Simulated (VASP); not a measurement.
# GaN in VASP: further runs

The runs below take GaN through single point, with PBE, r2SCAN, HSE06.

Everything below comes from runs of VASP 6.6.1. Logs are shortened: lines on timing, memory, paths and dates and some standing lists are left out, and cuts for length are marked.

## (1) The cell of the first run

Symmetry: Imm2, No. 44, orthorhombic system. Conventional cell: a = 3.165 Å, b = 3.196 Å, c = 4.498 Å, α = 90.00°, β = 90.00°, γ = 90.00°. Within 2.6 Å of Ga (site symmetry mm2) lie 4 N at 1.94 to 1.95 Å. Within 2.6 Å of N (site symmetry mm2) lie 4 Ga at 1.94 to 1.95 Å.

## (2) Single point, PBE (shear xy strain -1.0%)

Input file INCAR:

```
SYSTEM = GaN
PREC = Accurate ; ENCUT = 520
EDIFF = 1E-7 ; ISMEAR = -1
SIGMA = 0.02 ; LREAL = .False.
LASPH = .True. ; NELM = 80
ALGO = Normal ; ISIF = 2
LWAVE = .False. ; LCHARG = .False.
GGA = PE ; NBANDS = 16
```

Input file KPOINTS:

```
Automatic mesh
0
Gamma
  10 10 10
  0 0 0
```

Input file POSCAR:

```
GaN
1.0
   -0.0112447627      2.2489525487      2.2489525487
    2.2489525487     -0.0112447627      2.2489525487
    2.2377077859      2.2377077859      0.0000000000
Ga N
1 1
Direct
   -0.0007240356     -0.0007240356      0.0007240356
    0.2507240356      0.2507240356      0.2492759644
```

Potentials or basis: VASP PAW PBE potentials, release 64 (Ga_d, N).

The run is started by

```
cat potpaw_PBE.64/Ga_d/POTCAR potpaw_PBE.64/N/POTCAR > POTCAR
mpirun -np 1 vasp_std > vasp.out
```

OUTCAR:

```text
SYSTEM = GaN
   PREC = Accurate
   ENCUT = 520
   EDIFF = 1E-7
   ISMEAR = -1
   LREAL = .False.
   LASPH = .True.
   NELM = 80
   ISIF = 2
   GGA = PE

 ion  position               nearest neighbor table
   1  0.999  0.999  0.001-   2 1.94   2 1.94   2 1.95   2 1.95
   2  0.251  0.251  0.249-   1 1.94   1 1.94   1 1.95   1 1.95

  LATTYP: Found a body centered orthorhombic cell.
 ALAT       =     3.1645966994
 B/A-ratio  =     1.0100502513
 C/A-ratio  =     1.4213201632

  Lattice vectors:

 A1 = (   0.0112447627,  -2.2489525487,  -2.2489525487)
 A2 = (  -0.0112447628,   2.2489525486,  -2.2489525487)
 A3 = (   2.2489525487,  -0.0112447627,   2.2489525487)

Analysis of symmetry for initial positions (statically):
=====================================================================
 Subroutine PRICEL returns:
 Original cell was already a primitive cell.

 Routine SETGRP: Setting up the symmetry group for a
 body centered orthorhombic supercell.

 Subroutine GETGRP returns: Found  4 space group operations
 (whereof  4 operations were pure point group operations)
 out of a pool of  8 trial point group operations.

The static configuration has the point symmetry C_2v.

Analysis of symmetry for dynamics (positions and initial velocities):
=====================================================================
 Subroutine PRICEL returns:
 Original cell was already a primitive cell.

 Routine SETGRP: Setting up the symmetry group for a
 body centered orthorhombic supercell.

 Subroutine GETGRP returns: Found  4 space group operations
 (whereof  4 operations were pure point group operations)
 out of a pool of  8 trial point group operations.

The dynamic configuration has the point symmetry C_2v.

 Subroutine INISYM returns: Found  4 space group operations
 (whereof  4 operations are pure point group operations),
 and found     1 'primitive' translations

----------------------------------------------------------------------------------------

                                     Primitive cell

  volume of cell :      22.7489

  direct lattice vectors                    reciprocal lattice vectors
    -0.011244763  2.248952549  2.248952549    -0.221219624  0.221219624  0.222325722
     2.248952549 -0.011244763  2.248952549     0.221219624 -0.221219624  0.222325722
     2.237707786  2.237707786  0.000000000     0.223442937  0.223442937 -0.222325722

  length of vectors
     3.180519074  3.180519074  3.164596699     0.383803297  0.383803297  0.386370572

  position of ions in fractional coordinates (direct lattice)
     0.999275964  0.999275964  0.000724036
     0.250724036  0.250724036  0.249275964

  ion indices of the primitive-cell ions
   primitive index   ion index
                 1           1
                 2           2

----------------------------------------------------------------------------------------

 KPOINTS: Automatic mesh

Automatic generation of k-mesh.
 Grid dimensions read from file:
 generate k-points for:   10   10   10

 Generating k-lattice:

  Cartesian coordinates                     Fractional coordinates (reciprocal lattice)
    -0.022121962  0.022121962  0.022232572     0.100000000  0.000000000  0.000000000
     0.022121962 -0.022121962  0.022232572     0.000000000  0.100000000  0.000000000
     0.022344294  0.022344294 -0.022232572     0.000000000  0.000000000  0.100000000

  Length of vectors
     0.038380330  0.038380330  0.038637057

  Shift w.r.t. Gamma in fractional coordinates (k-lattice)
     0.000000000  0.000000000  0.000000000

 Subroutine IBZKPT returns following result:
 ===========================================

 Found    171 irreducible k-points:

 Following reciprocal coordinates:
            Coordinates               Weight
  0.000000  0.000000  0.000000      1.000000
  0.100000  0.000000  0.000000      4.000000
  0.200000  0.000000  0.000000      4.000000
  0.300000  0.000000  0.000000      4.000000
  0.400000  0.000000  0.000000      4.000000
  0.500000  0.000000  0.000000      2.000000
[... 16 lines left out ...]
  0.300000  0.300000  0.000000      2.000000
  0.400000  0.300000  0.000000      4.000000
 [... further k-points ...]
   k-points           NKPTS =    171   k-points in BZ     NKDIM =    171   number of bands    NBANDS=     16
   number of dos      NEDOS =    301   number of ions     NIONS =      2
   total plane-waves  NPLWV =  13824
   dimension x,y,z NGX =    24 NGY =   24 NGZ =   24
   dimension x,y,z NGXF=    48 NGYF=   48 NGZF=   48
   ions per type =               1   1
   NGX,Y,Z   is equivalent  to a cutoff of  12.54, 12.54, 12.61 a.u.
   NGXF,Y,Z  is equivalent  to a cutoff of  25.09, 25.09, 25.22 a.u.
 SYSTEM =  GaN
   PREC   = accura    normal or accurate (medium, high low for compatibility)
   ISTART =      0    job   : 0-new  1-cont  2-samecut
   ICHARG =      2    charge: 1-file 2-atom 10-const
   ISPIN  =      1    spin polarized calculation?
   LNONCOLLINEAR =      F non collinear calculations
   LSORBIT =      F    spin-orbit coupling
   LASPH  =      T    aspherical Exc in radial PAW
   ENCUT  =  520.0 eV  38.22 Ry    6.18 a.u.   5.91  5.91  5.88*2*pi/ulx,y,z
   NELM   =     80;   NELMIN=  2; NELMDL= -5     # of ELM steps
   EDIFF  = 0.1E-06   stopping-criterion for ELM
   LREAL  =      F    real-space projection
   EDIFFG = 0.1E-05   stopping-criterion for IOM
   NSW    =      0    number of steps for IOM
   IBRION =     -1    ionic relax: 0-MD 1-quasi-New 2-CG
   NFREE  =      0    steps in history (QN), initial steepest desc. (CG)
   ISIF   =      2    stress and relaxation
   ISYM   =      2    0-nonsym 1-usesym 2-fastsym
   POTIM  = 0.5000    time-step for ionic-motion
   TEBEG  =    0.0;   TEEND  =   0.0 temperature during run
   PSTRESS=    0.0 pullay stress
   NELECT =      18.0000    total number of electrons
   NUPDOWN=      -1.0000    fix difference up-down
   EMIN   =  10.00;   EMAX   =-10.00  energy-range for DOS
   EFERMI =   0.00;   METHOD = LEGACY
   ISMEAR =    -1;   SIGMA  =   0.02  broadening in eV -4-tet -1-fermi 0-gaus
   EFERMI_NEDOS =   21; number of points for ismear=-14 and -15
   IALGO  =     38    algorithm
   IMIX   =      4    mixing-type and parameters
     AMIX     =   0.40;   BMIX     =  1.00
     AMIX_MAG =   1.60;   BMIX_MAG =  1.00
  volume/ion in A,a.u.               =      11.37        76.76
  Fermi-wavevector in a.u.,A,eV,Ry     =   1.514185  2.861395 31.194850  2.292757
  Thomas-Fermi vector in A             =   2.623877
   LORBIT       =      0    0 simple, 1 ext, 2 COOP (PROOUT), +10 PAW based schemes
   GGA     = PE    functional components
[... 5 lines left out ...]
 non-spin polarized calculation
  energy-cutoff  :      520.00
  volume of cell :       22.75
 maximum number of plane-waves:       628
   NGX = 11   NGY = 11   NGZ = 11

 number of electron      18.0000007 magnetization

 Free energy of the ion-electron system (eV)
  ---------------------------------------------------
  ext. energy  EPLUGINS =         0.00000000
  ---------------------------------------------------
  free energy    TOTEN  =       -12.13713040 eV

  energy without entropy =      -12.13713040  energy(sigma->0) =      -12.13713040

 E-fermi :   5.8198     XC(G=0): -11.6995

 val. band max:        5.3804208901   @ k =   0.0000   0.0000   0.0000
 cond. band min:       7.1093457698   @ k =   0.0000   0.0000   0.0000
 fundamental gap:      1.7289248796
 Fermi energy:         5.8198362256

 k-point     1 :       0.0000    0.0000    0.0000
  band No.  band energies     occupation
      1     -10.6380      2.00000
      2      -8.1007      2.00000
      3      -8.0993      2.00000
      4      -8.0976      2.00000
      5      -7.7733      2.00000
      6      -7.7733      2.00000
[... 8 lines left out ...]
     15      24.1953      0.00000
     16      24.2575      0.00000

 k-point     2 :       0.1000    0.0000    0.0000
  band No.  band energies     occupation
      1     -10.5274      2.00000
      2      -8.0863      2.00000
      3      -8.0840      2.00000
      4      -8.0617      2.00000
      5      -7.7746      2.00000
      6      -7.7744      2.00000
[... 8 lines left out ...]
     15      23.0077      0.00000
     16      23.0087      0.00000

 k-point     3 :       0.2000    0.0000    0.0000
  band No.  band energies     occupation
      1     -10.2479      2.00000
      2      -8.0550      2.00000
      3      -8.0524      2.00000
      4      -7.9009      2.00000
      5      -7.7734      2.00000
      6      -7.7727      2.00000
[... 8 lines left out ...]
     15      22.1375      0.00000
     16      22.2677      0.00000

 k-point     4 :       0.3000    0.0000    0.0000
  band No.  band energies     occupation
      1      -9.9478      2.00000
      2      -8.0270      2.00000
      3      -8.0242      2.00000
      4      -7.7602      2.00000
      5      -7.7586      2.00000
      6      -7.5094      2.00000
[... 8 lines left out ...]
     15      22.5861      0.00000
     16      22.7741      0.00000
[... 324 lines left out ...]
 k-point    22 :      -0.2000    0.2000    0.0000
  band No.  band energies     occupation
      1      -9.8572      2.00000
      2      -8.0102      2.00000
      3      -7.9935      2.00000
      4      -7.7938      2.00000
      5      -7.7878      2.00000
      6      -7.3373      2.00000
[... 8 lines left out ...]
     15      22.7641      0.00000
     16      26.0258      0.00000

 k-point    23 :       0.3000    0.3000    0.0000
  band No.  band energies     occupation
      1      -9.7638      2.00000
      2      -7.9499      2.00000
      3      -7.9073      2.00000
      4      -7.9046      2.00000
      5      -7.7222      2.00000
      6      -7.3141      2.00000
[... 8 lines left out ...]
     15      27.4459      0.00000
     16      27.9133      0.00000

 k-point    24 :       0.4000    0.3000    0.0000
  band No.  band energies     occupation
      1      -9.6439      2.00000
      2      -7.9686      2.00000
      3      -7.8724      2.00000
      4      -7.8689      2.00000
      5      -7.7118      2.00000
      6      -6.8600      2.00000
[... 8 lines left out ...]
     15      27.7514      0.00000
     16      27.8734      0.00000

 [... further k-points ...]

------------------------ aborting loop because EDIFF is reached ----------------------------------------

  FORCE on cell =-STRESS in cart. coord.  units (eV):
  Direction    XX          YY          ZZ          XY          YZ          ZX
  --------------------------------------------------------------------------------------
  -------------------------------------------------------------------------------------
  Total        0.8881179      0.8881179      0.8867204      0.2201749      0.0000000      0.0000000
  in kB       62.5491151     62.5491151     62.4506937     15.5066634      0.0000000      0.0000000
  external PRESSURE =      62.5163080 kB  Pullay stress =       0.0000000 kB

 VOLUME and BASIS-vectors are now :
 -----------------------------------------------------------------------------
  energy-cutoff  :      520.00
  volume of cell :       22.75
      direct lattice vectors                 reciprocal lattice vectors
    -0.011244763  2.248952549  2.248952549    -0.221219624  0.221219624  0.222325722
     2.248952549 -0.011244763  2.248952549     0.221219624 -0.221219624  0.222325722
     2.237707786  2.237707786  0.000000000     0.223442937  0.223442937 -0.222325722

 POSITION                                       TOTAL-FORCE (eV/Angst)
 -----------------------------------------------------------------------------------
      2.23771      2.23771      4.49465        -0.000000     -0.000000     -0.006774
      1.11885      1.11885      1.12773         0.000000      0.000000      0.006774
 -----------------------------------------------------------------------------------
    total drift:                                0.000003      0.000003      0.000018

  FREE ENERGIE OF THE ION-ELECTRON SYSTEM (eV)
  ---------------------------------------------------
  free  energy   TOTEN  =       -12.1371304021 eV

  energy  without entropy=      -12.1371304021  energy(sigma->0) =      -12.13713040
```

Wall time 47 s (1 thread of AMD EPYC 7R43 (Zen 3), shared host); peak memory 0.15 GiB.

What came out:

| Item | Value |
| --- | --- |
| Free energy | -12.1371 eV |
| Pressure | 6.3 GPa |
| Largest force | 0.007 eV/Å |
| Band gap on the k mesh | 1.73 eV, direct |

Forces on the atoms (eV/Å):
```
Ga   0.000  0.000 -0.007
N    0.000  0.000  0.007
```

Stress tensor (GPa, compression positive):
```
6.25 1.55 0.00
1.55 6.25 0.00
0.00 0.00 6.25
```

Caveat: the cell differs from its parent crystal (shear xy strain -1.0%).

(Continued in part 2 of 2.)
